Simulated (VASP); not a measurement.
Input of a VASP 6.6.1 run:

The input INCAR:

```
SYSTEM = SnO
  PREC = Accurate
  ENCUT = 520
  EDIFF = 1E-6
  ISMEAR = 0
  SIGMA = 0.02
  LREAL = .FALSE.
  LASPH = .TRUE.
  NELM = 100
  ALGO = Normal
  ISIF = 2
  LWAVE = .FALSE.
  LCHARG = .FALSE.
  GGA = PE
  IVDW = 12
  NBANDS = 28
```

The input KPOINTS:

```
regular mesh
0
G
  6 6 4
  0 0 0
```

The input POSCAR:

```
SnO
1.0
    3.6719800000      0.0000000000      0.0000000000
    0.0000000000      3.6719800000      0.0000000000
    0.0000000000      0.0000000000      5.1804042806
Sn O
2 2
Direct
    0.5000000000      0.0000000000      0.2369000000
    0.0000000000      0.5000000000      0.7631000000
    0.0000000000      0.0000000000      0.0000000000
    0.5000000000      0.5000000000      0.0000000000
```

Potentials or basis: VASP PAW PBE potentials, release 64 (Sn_d, O).

Run with:

```sh
$ cat potpaw_PBE.64/Sn_d/POTCAR potpaw_PBE.64/O/POTCAR > POTCAR
$ mpirun -np 1 vasp_std > vasp.out
```

(1) What does it give for the band gap on the k mesh?

(2) What does it give for the largest force?

Answers

(1) zero (bands 20 and 21 overlap by 0.23 eV).

(2) 0.015 eV/Å.

Caveat: three body term missing; semilocal functionals underestimate gaps, so a narrow gap can read as zero; spin-orbit coupling is left out, which moves the levels of the heavy elements.
